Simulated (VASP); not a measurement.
# Li (Fm-3m) in VASP: notebook

Runs on Li. Level: PBEsol. Tasks: single point, relaxation of cell and atoms.

Everything below comes from runs of VASP 6.6.1. Logs are shortened: lines on timing, memory, paths and dates and some standing lists are left out, and cuts for length are marked.

## Step 1: The cell of the first run

The structure is cubic, space group Fm-3m (No. 225). The conventional cell has a = 4.319 Å, b = 4.319 Å, c = 4.319 Å, α = 90.00°, β = 90.00°, γ = 90.00°. Within 4.0 Å of Li (site symmetry m-3m) lie 12 Li at 3.05 Å.

This isn't the form of Li at room conditions, which is bcc.

## Step 2: Single point, PBEsol

The input, INCAR:

```
PREC = Accurate
ENCUT = 520
EDIFF = 1E-6
ISMEAR = -1
SIGMA = 0.1
LREAL = False
LASPH = True
NELM = 100
ALGO = Normal
ISIF = 2
LWAVE = False
LCHARG = True
GGA = PS
LELF = True
LVHAR = True
NBANDS = 8
```

The input, KPOINTS:

```
regular mesh
0
Gamma
  9 9 9
```

The input, POSCAR:

```
Li
1.0
    0.0000000000      2.1594625507      2.1594625507
    2.1594625507      0.0000000000      2.1594625507
    2.1594625507      2.1594625507      0.0000000000
Li
1
Direct
    0.0000000000      0.0000000000      0.0000000000
```

Potentials or basis: VASP PAW PBE potentials, release 64 (Li_sv).

Run with:

```sh
cat potpaw_PBE.64/Li_sv/POTCAR > POTCAR
mpirun -np 1 vasp_std > vasp.out
```

OUTCAR:

```text
PREC = Accurate
   ENCUT = 520
   EDIFF = 1E-6
   ISMEAR = -1
   LREAL = False
   LASPH = True
   NELM = 100
   ISIF = 2
   GGA = PS

 ion  position               nearest neighbor table
   1  0.000  0.000  0.000-

  LATTYP: Found a face centered cubic cell.
 ALAT       =     4.3189251014

  Lattice vectors:

 A1 = (   0.0000000000,   2.1594625507,   2.1594625507)
 A2 = (   2.1594625507,   0.0000000000,   2.1594625507)
 A3 = (   2.1594625507,   2.1594625507,   0.0000000000)

Analysis of symmetry for initial positions (statically):
=====================================================================
 Subroutine PRICEL returns:
 Original cell was already a primitive cell.

 Routine SETGRP: Setting up the symmetry group for a
 face centered cubic supercell.

 Subroutine GETGRP returns: Found 48 space group operations
 (whereof 48 operations were pure point group operations)
 out of a pool of 48 trial point group operations.

The static configuration has the point symmetry O_h .

Analysis of symmetry for dynamics (positions and initial velocities):
=====================================================================
 Subroutine PRICEL returns:
 Original cell was already a primitive cell.

 Routine SETGRP: Setting up the symmetry group for a
 face centered cubic supercell.

 Subroutine GETGRP returns: Found 48 space group operations
 (whereof 48 operations were pure point group operations)
 out of a pool of 48 trial point group operations.

The dynamic configuration has the point symmetry O_h .

 Subroutine INISYM returns: Found 48 space group operations
 (whereof 48 operations are pure point group operations),
 and found     1 'primitive' translations

----------------------------------------------------------------------------------------

                                     Primitive cell

  volume of cell :      20.1404

  direct lattice vectors                    reciprocal lattice vectors
     0.000000000  2.159462551  2.159462551    -0.231539093  0.231539093  0.231539093
     2.159462551  0.000000000  2.159462551     0.231539093 -0.231539093  0.231539093
     2.159462551  2.159462551  0.000000000     0.231539093  0.231539093 -0.231539093

  length of vectors
     3.053941227  3.053941227  3.053941227     0.401037473  0.401037473  0.401037473

  position of ions in fractional coordinates (direct lattice)
     0.000000000  0.000000000  0.000000000

  ion indices of the primitive-cell ions
   primitive index   ion index
                 1           1

----------------------------------------------------------------------------------------

 KPOINTS: regular mesh

Automatic generation of k-mesh.
 Grid dimensions read from file:
 generate k-points for:    9    9    9

 Generating k-lattice:

  Cartesian coordinates                     Fractional coordinates (reciprocal lattice)
    -0.025726566  0.025726566  0.025726566     0.111111111  0.000000000  0.000000000
     0.025726566 -0.025726566  0.025726566     0.000000000  0.111111111  0.000000000
     0.025726566  0.025726566 -0.025726566     0.000000000  0.000000000  0.111111111

  Length of vectors
     0.044559719  0.044559719  0.044559719

  Shift w.r.t. Gamma in fractional coordinates (k-lattice)
     0.000000000  0.000000000  0.000000000

 Subroutine IBZKPT returns following result:
 ===========================================

 Found     35 irreducible k-points:

 Following reciprocal coordinates:
            Coordinates               Weight
  0.000000  0.000000  0.000000      1.000000
  0.111111  0.000000  0.000000      8.000000
  0.222222  0.000000  0.000000      8.000000
  0.333333  0.000000  0.000000      8.000000
  0.444444  0.000000  0.000000      8.000000
  0.111111  0.111111  0.000000      6.000000
[... 16 lines left out ...]
 -0.333333  0.333333  0.000000     12.000000
  0.444444  0.444444  0.000000      6.000000
 [... further k-points ...]
   k-points           NKPTS =     35   k-points in BZ     NKDIM =     35   number of bands    NBANDS=      8
   number of dos      NEDOS =    301   number of ions     NIONS =      1
   total plane-waves  NPLWV =  13824
   dimension x,y,z NGX =    24 NGY =   24 NGZ =   24
   dimension x,y,z NGXF=    48 NGYF=   48 NGZF=   48
   ions per type =               1
   NGX,Y,Z   is equivalent  to a cutoff of  13.06, 13.06, 13.06 a.u.
   NGXF,Y,Z  is equivalent  to a cutoff of  26.13, 26.13, 26.13 a.u.
 SYSTEM =  unknown system
   PREC   = accura    normal or accurate (medium, high low for compatibility)
   ISTART =      0    job   : 0-new  1-cont  2-samecut
   ICHARG =      2    charge: 1-file 2-atom 10-const
   ISPIN  =      1    spin polarized calculation?
   LNONCOLLINEAR =      F non collinear calculations
   LSORBIT =      F    spin-orbit coupling
   LASPH  =      T    aspherical Exc in radial PAW
   ENCUT  =  520.0 eV  38.22 Ry    6.18 a.u.   5.68  5.68  5.68*2*pi/ulx,y,z
   NELM   =    100;   NELMIN=  2; NELMDL= -5     # of ELM steps
   EDIFF  = 0.1E-05   stopping-criterion for ELM
   LREAL  =      F    real-space projection
   EDIFFG = 0.1E-04   stopping-criterion for IOM
   NSW    =      0    number of steps for IOM
   IBRION =     -1    ionic relax: 0-MD 1-quasi-New 2-CG
   NFREE  =      0    steps in history (QN), initial steepest desc. (CG)
   ISIF   =      2    stress and relaxation
   ISYM   =      2    0-nonsym 1-usesym 2-fastsym
   POTIM  = 0.5000    time-step for ionic-motion
   TEBEG  =    0.0;   TEEND  =   0.0 temperature during run
   PSTRESS=    0.0 pullay stress
   NELECT =       3.0000    total number of electrons
   NUPDOWN=      -1.0000    fix difference up-down
   EMIN   =  10.00;   EMAX   =-10.00  energy-range for DOS
   EFERMI =   0.00;   METHOD = LEGACY
   ISMEAR =    -1;   SIGMA  =   0.10  broadening in eV -4-tet -1-fermi 0-gaus
   EFERMI_NEDOS =   21; number of points for ismear=-14 and -15
   IALGO  =     38    algorithm
   IMIX   =      4    mixing-type and parameters
     AMIX     =   0.40;   BMIX     =  1.00
     AMIX_MAG =   1.60;   BMIX_MAG =  1.00
  volume/ion in A,a.u.               =      20.14       135.91
  Fermi-wavevector in a.u.,A,eV,Ry     =   0.867813  1.639929 10.246544  0.753100
  Thomas-Fermi vector in A             =   1.986401
   LORBIT       =      0    0 simple, 1 ext, 2 COOP (PROOUT), +10 PAW based schemes
   GGA     = PS    functional components
   LHFCALC =     F    Hartree Fock is set to
   AEXX    =    0.0000 exact exchange contribution
   IVDW    =     0    specifies the selected vdW correction
   LEPSILON=     F    determine dielectric tensor
   LRPA    =     F    only Hartree local field effects (RPA)
 non-spin polarized calculation
  energy-cutoff  :      520.00
  volume of cell :       20.14
 maximum number of plane-waves:       556
   NGX = 11   NGY = 11   NGZ = 11

 number of electron       2.9999995 magnetization

 Free energy of the ion-electron system (eV)
  ---------------------------------------------------
  ext. energy  EPLUGINS =         0.00000000
  ---------------------------------------------------
  free energy    TOTEN  =        -1.97593460 eV

  energy without entropy =       -1.95813567  energy(sigma->0) =       -1.96703514

 E-fermi :   0.7482     XC(G=0):  -7.0333

 val. band max:        0.3270847913   @ k =   0.4444   0.2222   0.0000
 cond. band min:       0.8175259859   @ k =  -0.3333   0.2222   0.0000
 fundamental gap:      0.4904411946
 Fermi energy:         0.7482096163

 k-point     1 :       0.0000    0.0000    0.0000
  band No.  band energies     occupation
      1     -45.2562      2.00000
      2      -2.9185      2.00000
      3      15.0833      0.00000
      4      15.0833      0.00000
      5      15.0833      0.00000
      6      18.9374      0.00000
      7      18.9374      0.00000
      8      18.9374      0.00000

 k-point     2 :       0.1111    0.0000    0.0000
  band No.  band energies     occupation
      1     -45.2539      2.00000
      2      -2.6974      2.00000
      3      12.9593      0.00000
      4      14.6381      0.00000
      5      14.6381      0.00000
      6      18.1495      0.00000
      7      19.7264      0.00000
      8      19.7264      0.00000

 k-point     3 :       0.2222    0.0000    0.0000
  band No.  band energies     occupation
      1     -45.2482      2.00000
      2      -2.0361      2.00000
      3       9.4933      0.00000
      4      13.9591      0.00000
      5      13.9591      0.00000
      6      18.5796      0.00000
      7      19.7755      0.00000
      8      19.7755      0.00000

 k-point     4 :       0.3333    0.0000    0.0000
  band No.  band energies     occupation
      1     -45.2417      2.00000
      2      -0.9577      2.00000
      3       6.3664      0.00000
      4      13.5275      0.00000
      5      13.5275      0.00000
      6      18.3061      0.00000
      7      18.3061      0.00000
      8      18.4364      0.00000

 k-point     5 :       0.4444    0.0000    0.0000
  band No.  band energies     occupation
      1     -45.2374      2.00000
      2       0.3191      1.97298
      3       4.0378      0.00000
      4      13.3649      0.00000
      5      13.3650      0.00000
      6      17.3974      0.00000
      7      17.3974      0.00000
      8      17.9614      0.00000
[... 177 lines left out ...]
 k-point    22 :      -0.4444    0.3333    0.0000
  band No.  band energies     occupation
      1     -45.2312      2.00000
      2       2.2821      0.00000
      3       4.6693      0.00000
      4       7.4748      0.00000
      5       9.9508      0.00000
      6      14.4704      0.00000
      7      18.3274      0.00000
      8      25.1792      0.00000

 k-point    23 :      -0.3333    0.3333    0.0000
  band No.  band energies     occupation
      1     -45.2318      2.00000
      2       2.4013      0.00000
      3       3.9358      0.00000
      4       7.5009      0.00000
      5      10.7616      0.00000
      6      15.0418      0.00000
      7      21.5244      0.00000
      8      23.5889      0.00000

 k-point    24 :       0.4444    0.4444    0.0000
  band No.  band energies     occupation
      1     -45.2311      2.00000
      2       1.6613      0.00022
      3       6.0884      0.00000
      4       9.2164      0.00000
      5       9.2165      0.00000
      6      11.4028      0.00000
      7      16.1125      0.00000
      8      29.9211      0.00000

 [... further k-points ...]

------------------------ aborting loop because EDIFF is reached ----------------------------------------

  FORCE on cell =-STRESS in cart. coord.  units (eV):
  Direction    XX          YY          ZZ          XY          YZ          ZX
  --------------------------------------------------------------------------------------
  -------------------------------------------------------------------------------------
  Total       -0.0038057     -0.0038057     -0.0038057     -0.0000000      0.0000000      0.0000000
  in kB       -0.3027437     -0.3027437     -0.3027437     -0.0000000      0.0000000      0.0000000
  external PRESSURE =      -0.3027437 kB  Pullay stress =       0.0000000 kB

 VOLUME and BASIS-vectors are now :
 -----------------------------------------------------------------------------
  energy-cutoff  :      520.00
  volume of cell :       20.14
      direct lattice vectors                 reciprocal lattice vectors
     0.000000000  2.159462551  2.159462551    -0.231539093  0.231539093  0.231539093
     2.159462551  0.000000000  2.159462551     0.231539093 -0.231539093  0.231539093
     2.159462551  2.159462551  0.000000000     0.231539093  0.231539093 -0.231539093

 POSITION                                       TOTAL-FORCE (eV/Angst)
 -----------------------------------------------------------------------------------
      0.00000      0.00000      0.00000         0.000000      0.000000      0.000000
 -----------------------------------------------------------------------------------
    total drift:                                0.000000      0.000000     -0.000000

  FREE ENERGIE OF THE ION-ELECTRON SYSTEM (eV)
  ---------------------------------------------------
  free  energy   TOTEN  =        -1.9759345995 eV

  energy  without entropy=       -1.9581356724  energy(sigma->0) =       -1.96703514
```

It took 4 s on 1 thread of Intel Xeon 6975P-C (Granite Rapids), shared host; peak memory 0.12 GiB.

Results:

```
Free energy            : -1.9759 eV
Band gap on the k mesh : zero (an odd number of electrons rules out a gap without spin polarisation)
```

Levels at points of the mesh, in eV from the Fermi level:
```
           k point  band 1  band 2  band 3  band 4  band 5  band 6  band 7
(0.00, 0.00, 0.00)  -46.00   -3.67   14.34   14.34   14.34   18.19   18.19
```

Caveat: the cutoff is under 1.25 times the usual one of these potentials, so pressure, stress and relaxed cells hold a basis-set (Pulay) error; the PAW data sets were made with another functional, which shifts forces and pressure a little.

## Step 3: Relaxation of cell and atoms, PBEsol

The input, INCAR:

```
PREC = Accurate ; ENCUT = 600
EDIFF = 1E-6 ; ISMEAR = -1
SIGMA = 0.1 ; LREAL = F
LASPH = T ; NELM = 100
ALGO = Normal ; ISIF = 3
LWAVE = F ; LCHARG = F
GGA = PS ; IBRION = 2
NSW = 80 ; EDIFFG = -0.02
```

The input, KPOINTS:

```
Automatic mesh
0
Gamma
  9 9 9
```

POSCAR is that of step 2.

Potentials or basis: VASP PAW PBE potentials, release 64 (Li_sv).

Run with:

```sh
cat potpaw_PBE.64/Li_sv/POTCAR > POTCAR
mpirun -np 1 vasp_std > vasp.out
```

It took 3 s on 1 thread of Intel Xeon 6975P-C (Granite Rapids), shared host; peak memory 0.12 GiB.

Results (log left out):

```yaml
Free_energy: -1.9764 eV
Pressure_after_relaxing: -0.1 GPa
Band_gap_on_the_k_mesh: zero (an odd number of electrons rules out a gap without spin polarisation)
```

Final structure:
```
Li
1.0
     0.00000    2.15946    2.15946
     2.15946    0.00000    2.15946
     2.15946    2.15946    0.00000
Li
1
Direct
  0.00000 0.00000 0.00000
```

Levels at points of the mesh, in eV from the Fermi level:
| k point | band 1 | band 2 | band 3 | band 4 | band 5 |
| --- | --- | --- | --- | --- | --- |
| (0.00, 0.00, 0.00) | -46.00 | -3.67 | 14.33 | 14.33 | 14.33 |

Caveat: the cutoff is under 1.25 times the usual one of these potentials, so pressure, stress and relaxed cells hold a basis-set (Pulay) error; the PAW data sets were made with another functional, which shifts forces and pressure a little.

The gap in the log of VASP goes by the Fermi energy; the results here count the filled bands.